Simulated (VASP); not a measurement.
# Sm2ZnTe3 (P6/mmm) in VASP: notebook

Runs on Sm2ZnTe3. Level: PBE. Tasks: single point, relaxation of cell and atoms.

Program: VASP 6.6.1. These are calculated values, not measurements. Logs are shortened: lines on timing, memory, paths and dates and some standing lists are left out, and cuts for length are marked.

**1. The cell of the first run**

The structure is hexagonal, space group P6/mmm (No. 191). The conventional cell has a = 5.943 Å, b = 5.943 Å, c = 6.093 Å, α = 90.00°, β = 90.00°, γ = 120.00°. Sm (site symmetry -6m2) has 2 Te at 3.05 Å and 3 Zn at 3.43 Å and 3 Sm at 3.43 Å within 4.0 Å. Within 4.0 Å of Zn (site symmetry 6/mmm) lie 2 Te at 3.05 Å and 6 Sm at 3.43 Å. Within 4.0 Å of Te (site symmetry -6m2) lie 2 Sm at 3.05 Å and 6 Te at 3.43 Å. Te (site symmetry 6/mmm) has 2 Zn at 3.05 Å and 6 Te at 3.43 Å within 4.0 Å.

The cell was generated, and may not be a known phase.

**2. Single point, PBE**

The input, INCAR:

```
SYSTEM = Sm2ZnTe3
ALGO = Normal ; EDIFF = 1E-6
ENCUT = 500 ; GGA = PE
GGA_COMPAT = .FALSE. ; ISIF = 2
ISMEAR = 0 ; LASPH = .TRUE.
LCHARG = .FALSE. ; LMAXMIX = 6
LREAL = .FALSE. ; LWAVE = .FALSE.
NBANDS = 35 ; NELM = 200
PREC = Accurate ; SIGMA = 0.1
```

The input, KPOINTS:

```
k-points
0
G
  3 3 4
  0 0 0
```

The input, POSCAR:

```
Sm2ZnTe3
1.0
    5.9426436727      0.0000000000      0.0000000000
   -2.9713218363      5.1464803862      0.0000000000
    0.0000000000      0.0000000000      6.0926342031
Sm Zn Te
2 1 3
Direct
    0.3333333333      0.6666666667      0.0000000000
    0.6666666667      0.3333333333      0.0000000000
    0.0000000000      0.0000000000      0.0000000000
    0.3333333333      0.6666666667      0.5000000000
    0.6666666667      0.3333333333      0.5000000000
    0.0000000000      0.0000000000      0.5000000000
```

Potentials or basis: VASP PAW PBE potentials, release 64 (Sm_3, Zn, Te), 4f in core.

Started as:

```console
cat potpaw_PBE.64/Sm_3/POTCAR potpaw_PBE.64/Zn/POTCAR potpaw_PBE.64/Te/POTCAR > POTCAR
mpirun -np 1 vasp_std > vasp.out
```

OUTCAR:

```text
SYSTEM = Sm2ZnTe3
   EDIFF = 1E-6
   ENCUT = 500
   GGA = PE
   ISIF = 2
   ISMEAR = 0
   LASPH = .TRUE.
   LREAL = .FALSE.
   NELM = 200
   PREC = Accurate

 ion  position               nearest neighbor table
   1  0.333  0.667  0.000-   4 3.05   4 3.05   2 3.43   2 3.43   2 3.43
   2  0.667  0.333  0.000-   5 3.05   5 3.05   1 3.43   1 3.43   1 3.43
   3  0.000  0.000  0.000-   6 3.05   6 3.05
   4  0.333  0.667  0.500-   1 3.05   1 3.05   6 3.43   5 3.43   5 3.43   6 3.43   6 3.43   5 3.43

   5  0.667  0.333  0.500-   2 3.05   2 3.05   6 3.43   4 3.43   4 3.43   6 3.43   6 3.43   4 3.43

   6  0.000  0.000  0.500-   3 3.05   3 3.05   5 3.43   4 3.43   4 3.43   5 3.43   5 3.43   4 3.43

  LATTYP: Found a hexagonal cell.
 ALAT       =     5.9426436727
 C/A-ratio  =     1.0252396978

  Lattice vectors:

 A1 = (   5.9426436727,   0.0000000000,   0.0000000000)
 A2 = (  -2.9713218363,   5.1464803862,   0.0000000000)
 A3 = (   0.0000000000,   0.0000000000,   6.0926342031)

Analysis of symmetry for initial positions (statically):
=====================================================================
 Subroutine PRICEL returns:
 Original cell was already a primitive cell.

 Routine SETGRP: Setting up the symmetry group for a
 hexagonal supercell.

 Subroutine GETGRP returns: Found 24 space group operations
 (whereof 24 operations were pure point group operations)
 out of a pool of 24 trial point group operations.

The static configuration has the point symmetry D_6h.

Analysis of symmetry for dynamics (positions and initial velocities):
=====================================================================
 Subroutine PRICEL returns:
 Original cell was already a primitive cell.

 Routine SETGRP: Setting up the symmetry group for a
 hexagonal supercell.

 Subroutine GETGRP returns: Found 24 space group operations
 (whereof 24 operations were pure point group operations)
 out of a pool of 24 trial point group operations.

The dynamic configuration has the point symmetry D_6h.

 Subroutine INISYM returns: Found 24 space group operations
 (whereof 24 operations are pure point group operations),
 and found     1 'primitive' translations

----------------------------------------------------------------------------------------

                                     Primitive cell

  volume of cell :     186.3353

  direct lattice vectors                    reciprocal lattice vectors
     5.942643673  0.000000000  0.000000000     0.168275275  0.097153775  0.000000000
    -2.971321836  5.146480386  0.000000000     0.000000000  0.194307551  0.000000000
     0.000000000  0.000000000  6.092634203     0.000000000  0.000000000  0.164132618

  length of vectors
     5.942643673  5.942643673  6.092634203     0.194307551  0.194307551  0.164132618

  position of ions in fractional coordinates (direct lattice)
     0.333333333  0.666666667  0.000000000
     0.666666667  0.333333333  0.000000000
     0.000000000  0.000000000  0.000000000
     0.333333333  0.666666667  0.500000000
     0.666666667  0.333333333  0.500000000
     0.000000000  0.000000000  0.500000000

  ion indices of the primitive-cell ions
   primitive index   ion index
                 1           1
                 2           2
                 3           3
                 4           4
                 5           5
                 6           6

----------------------------------------------------------------------------------------

 KPOINTS: k-points

Automatic generation of k-mesh.
 Grid dimensions read from file:
 generate k-points for:    3    3    4

 Generating k-lattice:

  Cartesian coordinates                     Fractional coordinates (reciprocal lattice)
     0.056091758  0.032384592  0.000000000     0.333333333  0.000000000  0.000000000
     0.000000000  0.064769184  0.000000000     0.000000000  0.333333333  0.000000000
     0.000000000  0.000000000  0.041033154     0.000000000  0.000000000  0.250000000

  Length of vectors
     0.064769184  0.064769184  0.041033154

  Shift w.r.t. Gamma in fractional coordinates (k-lattice)
     0.000000000  0.000000000  0.000000000

 Subroutine IBZKPT returns following result:
 ===========================================

 Found      9 irreducible k-points:

 Following reciprocal coordinates:
            Coordinates               Weight
  0.000000  0.000000  0.000000      1.000000
  0.333333  0.000000  0.000000      6.000000
  0.333333  0.333333  0.000000      2.000000
  0.000000  0.000000  0.250000      2.000000
  0.333333  0.000000  0.250000     12.000000
  0.333333  0.333333  0.250000      4.000000
  0.000000  0.000000  0.500000      1.000000
  0.333333  0.000000  0.500000      6.000000
  0.333333  0.333333  0.500000      2.000000
   k-points           NKPTS =      9   k-points in BZ     NKDIM =      9   number of bands    NBANDS=     35
   number of dos      NEDOS =    301   number of ions     NIONS =      6
   total plane-waves  NPLWV = 110592
   dimension x,y,z NGX =    48 NGY =   48 NGZ =   48
   dimension x,y,z NGXF=    96 NGYF=   96 NGZF=   96
   ions per type =               2   1   3
   NGX,Y,Z   is equivalent  to a cutoff of  13.43, 13.43, 13.10 a.u.
   NGXF,Y,Z  is equivalent  to a cutoff of  26.86, 26.86, 26.19 a.u.
 SYSTEM =  Sm2ZnTe3
   PREC   = accura    normal or accurate (medium, high low for compatibility)
   ISTART =      0    job   : 0-new  1-cont  2-samecut
   ICHARG =      2    charge: 1-file 2-atom 10-const
   ISPIN  =      1    spin polarized calculation?
   LNONCOLLINEAR =      F non collinear calculations
   LSORBIT =      F    spin-orbit coupling
   LASPH  =      T    aspherical Exc in radial PAW
   ENCUT  =  500.0 eV  36.75 Ry    6.06 a.u.  10.83 10.83 11.11*2*pi/ulx,y,z
   NELM   =    200;   NELMIN=  2; NELMDL= -5     # of ELM steps
   EDIFF  = 0.1E-05   stopping-criterion for ELM
   LREAL  =      F    real-space projection
   EDIFFG = 0.1E-04   stopping-criterion for IOM
   NSW    =      0    number of steps for IOM
   IBRION =     -1    ionic relax: 0-MD 1-quasi-New 2-CG
   NFREE  =      0    steps in history (QN), initial steepest desc. (CG)
   ISIF   =      2    stress and relaxation
   ISYM   =      2    0-nonsym 1-usesym 2-fastsym
   POTIM  = 0.5000    time-step for ionic-motion
   TEBEG  =    0.0;   TEEND  =   0.0 temperature during run
   PSTRESS=    0.0 pullay stress
   NELECT =      52.0000    total number of electrons
   NUPDOWN=      -1.0000    fix difference up-down
   EMIN   =  10.00;   EMAX   =-10.00  energy-range for DOS
   EFERMI =   0.00;   METHOD = LEGACY
   ISMEAR =     0;   SIGMA  =   0.10  broadening in eV -4-tet -1-fermi 0-gaus
   EFERMI_NEDOS =   21; number of points for ismear=-14 and -15
   IALGO  =     38    algorithm
   IMIX   =      4    mixing-type and parameters
     AMIX     =   0.40;   BMIX     =  1.00
     AMIX_MAG =   1.60;   BMIX_MAG =  1.00
  volume/ion in A,a.u.               =      31.06       209.58
  Fermi-wavevector in a.u.,A,eV,Ry     =   1.069820  2.021668 15.572084  1.144516
  Thomas-Fermi vector in A             =   2.205512
   LORBIT       =      0    0 simple, 1 ext, 2 COOP (PROOUT), +10 PAW based schemes
   GGA     = PE    functional components
   LHFCALC =     F    Hartree Fock is set to
   AEXX    =    0.0000 exact exchange contribution
   IVDW    =     0    specifies the selected vdW correction
   LEPSILON=     F    determine dielectric tensor
   LRPA    =     F    only Hartree local field effects (RPA)
 non-spin polarized calculation
 Gauss-broadening in eV      SIGMA  =   0.10
  energy-cutoff  :      500.00
  volume of cell :      186.34
 maximum number of plane-waves:      4776
 NGX is ok and might be reduce to    48
   NGX = 21   NGY = 21   NGZ = 23

 number of electron      51.9999995 magnetization

 Free energy of the ion-electron system (eV)
  ---------------------------------------------------
  ext. energy  EPLUGINS =         0.00000000
  ---------------------------------------------------
  free energy    TOTEN  =       -19.88469351 eV

  energy without entropy =      -19.84957825  energy(sigma->0) =      -19.86713588

 E-fermi :   4.5825     XC(G=0):  -9.5439

 val. band max:        4.5695150839   @ k =   0.3333   0.0000   0.2500
 cond. band min:       4.7434737724   @ k =   0.0000   0.0000   0.0000
 fundamental gap:      0.1739586885
 Fermi energy:         4.5824993187

 k-point     1 :       0.0000    0.0000    0.0000
  band No.  band energies     occupation
      1     -37.0531      2.00000
      2     -36.9652      2.00000
      3     -16.6691      2.00000
      4     -16.6691      2.00000
      5     -16.5285      2.00000
      6     -16.3977      2.00000
[... 27 lines left out ...]
     34       7.0567      0.00000
     35       7.0752      0.00000

 k-point     2 :       0.3333    0.0000    0.0000
  band No.  band energies     occupation
      1     -37.0347      2.00000
      2     -36.9839      2.00000
      3     -16.7005      2.00000
      4     -16.5907      2.00000
      5     -16.5010      2.00000
      6     -16.4255      2.00000
[... 27 lines left out ...]
     34       7.0267      0.00000
     35       7.3023      0.00000

 k-point     3 :       0.3333    0.3333    0.0000
  band No.  band energies     occupation
      1     -37.0093      2.00000
      2     -37.0093      2.00000
      3     -16.7330      2.00000
      4     -16.4634      2.00000
      5     -16.4634      2.00000
      6     -16.4282      2.00000
[... 27 lines left out ...]
     34       6.1154      0.00000
     35       7.3401      0.00000

 k-point     4 :       0.0000    0.0000    0.2500
  band No.  band energies     occupation
      1     -37.0532      2.00000
      2     -36.9652      2.00000
      3     -16.6687      2.00000
      4     -16.6687      2.00000
      5     -16.5362      2.00000
      6     -16.4019      2.00000
[... 27 lines left out ...]
     34       7.6310      0.00000
     35       7.6310      0.00000

 k-point     5 :       0.3333    0.0000    0.2500
  band No.  band energies     occupation
      1     -37.0347      2.00000
      2     -36.9840      2.00000
      3     -16.7001      2.00000
      4     -16.5903      2.00000
      5     -16.5079      2.00000
      6     -16.4304      2.00000
[... 27 lines left out ...]
     34       7.8879      0.00000
     35       8.4248      0.00000

 k-point     6 :       0.3333    0.3333    0.2500
  band No.  band energies     occupation
      1     -37.0094      2.00000
      2     -37.0094      2.00000
      3     -16.7326      2.00000
      4     -16.4692      2.00000
      5     -16.4692      2.00000
      6     -16.4279      2.00000
[... 27 lines left out ...]
     34       6.3962      0.00000
     35       8.3640      0.00000

 k-point     7 :       0.0000    0.0000    0.5000
  band No.  band energies     occupation
      1     -37.0532      2.00000
      2     -36.9653      2.00000
      3     -16.6684      2.00000
      4     -16.6684      2.00000
      5     -16.5439      2.00000
      6     -16.4062      2.00000
[... 27 lines left out ...]
     34       7.5475      0.00000
     35       8.4037      0.00000

 k-point     8 :       0.3333    0.0000    0.5000
  band No.  band energies     occupation
      1     -37.0348      2.00000
      2     -36.9840      2.00000
      3     -16.6997      2.00000
      4     -16.5900      2.00000
      5     -16.5148      2.00000
      6     -16.4354      2.00000
[... 27 lines left out ...]
     34       8.0440      0.00000
     35       8.2028      0.00000

 k-point     9 :       0.3333    0.3333    0.5000
  band No.  band energies     occupation
      1     -37.0095      2.00000
      2     -37.0095      2.00000
      3     -16.7321      2.00000
      4     -16.4751      2.00000
      5     -16.4751      2.00000
      6     -16.4275      2.00000
[... 27 lines left out ...]
     34       7.0617      0.00000
     35       8.9073      0.00000

------------------------ aborting loop because EDIFF is reached ----------------------------------------

  FORCE on cell =-STRESS in cart. coord.  units (eV):
  Direction    XX          YY          ZZ          XY          YZ          ZX
  --------------------------------------------------------------------------------------
  -------------------------------------------------------------------------------------
  Total        0.1112139      0.1112139      0.2776593      0.0000000      0.0000000      0.0000000
  in kB        0.9562572      0.9562572      2.3874140      0.0000000      0.0000000      0.0000000
  external PRESSURE =       1.4333095 kB  Pullay stress =       0.0000000 kB

 VOLUME and BASIS-vectors are now :
 -----------------------------------------------------------------------------
  energy-cutoff  :      500.00
  volume of cell :      186.34
      direct lattice vectors                 reciprocal lattice vectors
     5.942643673  0.000000000  0.000000000     0.168275275  0.097153775  0.000000000
    -2.971321836  5.146480386  0.000000000     0.000000000  0.194307551  0.000000000
     0.000000000  0.000000000  6.092634203     0.000000000  0.000000000  0.164132618

 POSITION                                       TOTAL-FORCE (eV/Angst)
 -----------------------------------------------------------------------------------
     -0.00000      3.43099      0.00000        -0.000000      0.000000     -0.000000
      2.97132      1.71549      0.00000         0.000000     -0.000000      0.000000
      0.00000      0.00000      0.00000         0.000000      0.000000      0.000000
     -0.00000      3.43099      3.04632        -0.000000      0.000000      0.000000
      2.97132      1.71549      3.04632         0.000000      0.000000      0.000000
      0.00000      0.00000      3.04632         0.000000      0.000000      0.000000
 -----------------------------------------------------------------------------------
    total drift:                               -0.000000      0.000000      0.000000

  FREE ENERGIE OF THE ION-ELECTRON SYSTEM (eV)
  ---------------------------------------------------
  free  energy   TOTEN  =       -19.8846935069 eV

  energy  without entropy=      -19.8495782459  energy(sigma->0) =      -19.86713588
```

Run time: 63 s. Hardware: 1 thread of Intel Xeon Platinum 8259CL at 2.50GHz (Skylake/Cascade Lake), shared host; peak memory 0.34 GiB.

What came out:

| Property | Result |
| --- | --- |
| Free energy | -19.8847 eV |
| Pressure | 0.1 GPa |
| Band gap on the k mesh | zero (bands 26 and 27 overlap by 0.63 eV) |

Stress tensor (GPa, compression positive):
```
0.10 0.00 0.00
0.00 0.10 0.00
0.00 0.00 0.24
```

Levels at points of the mesh, in eV from the Fermi level:
```tsv
k point	band 24	band 25	band 26	band 27	band 28	band 29
(0.00, 0.00, 0.00)	-1.08	0.16	0.16	0.27	0.27	1.48
(0.00, 0.00, 0.50)	-0.41	-0.41	-0.29	1.18	1.18	1.80
```

Caveat: the k points lie up to 0.41 Å⁻¹ apart, too coarse for converged energies and pressures of a metal; spin-orbit coupling is left out, which moves the levels of the heavy elements; the 4f electrons are frozen in the core, so they carry no moment and show no levels.

**3. Single point, PBE**

This run uses another cell than the first one, of 34.80 Å³/atom.

The input, INCAR:

```
SYSTEM = Sm2ZnTe3
ALGO = Normal
EDIFF = 1E-6
ENCUT = 500
GGA = PE
GGA_COMPAT = .FALSE.
ISIF = 2
ISMEAR = 0
LASPH = .TRUE.
LCHARG = .TRUE.
LELF = .TRUE.
LMAXMIX = 6
LREAL = .FALSE.
LVHAR = .TRUE.
LWAVE = .FALSE.
NBANDS = 35
NELM = 200
PREC = Accurate
SIGMA = 0.1
```

KPOINTS is that of step 2.

The input, POSCAR:

```
Sm2ZnTe3
1.0
    6.3180102200      0.0000000000      0.0000000000
   -3.1590051100      5.4715573500      0.0000000000
    0.0000000000      0.0000000000      6.0405133100
Sm Zn Te
2 1 3
Direct
    0.3333333300      0.6666666700      0.0000000000
    0.6666666700      0.3333333300      0.0000000000
    0.0000000000      0.0000000000      0.0000000000
    0.3333333300      0.6666666700      0.5000000000
    0.6666666700      0.3333333300      0.5000000000
    0.0000000000      0.0000000000      0.5000000000
```

Potentials or basis: VASP PAW PBE potentials, release 64 (Sm_3, Zn, Te), 4f in core.

Started as:

```console
cat potpaw_PBE.64/Sm_3/POTCAR potpaw_PBE.64/Zn/POTCAR potpaw_PBE.64/Te/POTCAR > POTCAR
mpirun -np 1 vasp_std > vasp.out
```

Wall time 67 s (1 thread of Intel Xeon Platinum 8259CL at 2.50GHz (Skylake/Cascade Lake), shared host); peak memory 0.35 GiB.

The run converged. Its results:

| Quantity | Value |
| --- | --- |
| Free energy | -19.5628 eV |
| Pressure | -2.1 GPa |
| Band gap on the k mesh | zero (bands 26 and 27 overlap by 0.30 eV) |

Stress tensor (GPa, compression positive):
```
-3.21  0.00  0.00
 0.00 -3.21  0.00
 0.00  0.00  0.11
```

Levels at points of the mesh, in eV from the Fermi level:
| k point | band 24 | band 25 | band 26 | band 27 | band 28 | band 29 |
| --- | --- | --- | --- | --- | --- | --- |
| (0.00, 0.00, 0.00) | -1.28 | 0.30 | 0.30 | 0.32 | 0.32 | 1.16 |
| (0.00, 0.00, 0.50) | -0.42 | -0.33 | -0.33 | 0.85 | 0.85 | 1.06 |

Caveat: the k points lie up to 0.38 Å⁻¹ apart; spin-orbit coupling is left out, which moves the levels of the heavy elements; the 4f electrons are frozen in the core, so they carry no moment and show no levels.

**4. Single point, PBE**

This run uses another cell than the first one, of 30.80 Å³/atom.

The input, INCAR:

```
SYSTEM = Sm2ZnTe3
ALGO     = Normal         ! electronic algorithm
EDIFF    = 1E-6           ! SCF threshold, eV
ENCUT    = 500            ! plane-wave cutoff, eV
GGA      = PE             ! functional
GGA_COMPAT= .False.      
ISIF     = 2              ! what is computed and relaxed
ISMEAR   = 0              ! smearing method
LASPH    = .True.         ! aspherical terms in the spheres
LCHARG   = .False.        ! write CHGCAR
LMAXMIX  = 6              ! l up to which the mixer works
LREAL    = .False.        ! projectors in reciprocal space
LWAVE    = .False.        ! write WAVECAR
NBANDS   = 35             ! bands
NELM     = 200            ! most SCF steps
PREC     = Accurate       ! precision mode
SIGMA    = 0.1            ! smearing width, eV
```

The input, KPOINTS:

```
k-points
0
Gamma
  6 6 6
  0 0 0
```

The input, POSCAR:

```
Sm2ZnTe3
1.0
    5.9114384286      0.0000000000      0.0000000000
   -2.9557192143      5.1194558521      0.0000000000
    0.0000000000      0.0000000000      6.1064775865
Sm Zn Te
2 1 3
Direct
    0.3333333333      0.6666666667      0.0000000000
    0.6666666667      0.3333333333      0.0000000000
    0.0000000000      0.0000000000      0.0000000000
    0.3333333333      0.6666666667      0.5000000000
    0.6666666667      0.3333333333      0.5000000000
    0.0000000000      0.0000000000      0.5000000000
```

Started as:

```console
cat potpaw_PBE.64/Sm_3/POTCAR potpaw_PBE.64/Zn/POTCAR potpaw_PBE.64/Te/POTCAR > POTCAR
mpirun -np 1 vasp_std > vasp.out
```

Wall time 2.5 min (1 thread of Intel Xeon Platinum 8259CL at 2.50GHz (Skylake/Cascade Lake), shared host); peak memory 0.41 GiB.

Results (log left out):

- Free energy: -19.7261 eV
- Pressure: 0.2 GPa
- Band gap on the k mesh: zero (bands 26 and 27 overlap by 0.77 eV)

Stress tensor (GPa, compression positive):
```
0.09 0.00 0.00
0.00 0.09 0.00
0.00 0.00 0.28
```

Levels at points of the mesh, in eV from the Fermi level:
| k point | band 24 | band 25 | band 26 | band 27 | band 28 | band 29 |
| --- | --- | --- | --- | --- | --- | --- |
| (0.00, 0.00, 0.00) | -1.22 | 0.03 | 0.03 | 0.14 | 0.14 | 1.40 |
| (0.50, 0.00, 0.00) | -0.91 | -0.63 | -0.28 | -0.08 | -0.07 | 0.36 |
| (0.00, 0.00, 0.50) | -0.53 | -0.53 | -0.42 | 1.10 | 1.10 | 1.64 |
| (0.50, 0.00, 0.50) | -0.36 | -0.25 | -0.19 | -0.19 | 0.11 | 0.68 |

Caveat: spin-orbit coupling is left out, which moves the levels of the heavy elements; the 4f electrons are frozen in the core, so they carry no moment and show no levels. Spin polarisation is off, so any magnetic state and its effect on volume and gap are missing.

[end of part 1 of 2]

The gap in the log of VASP goes by the Fermi energy; the results here count the filled bands.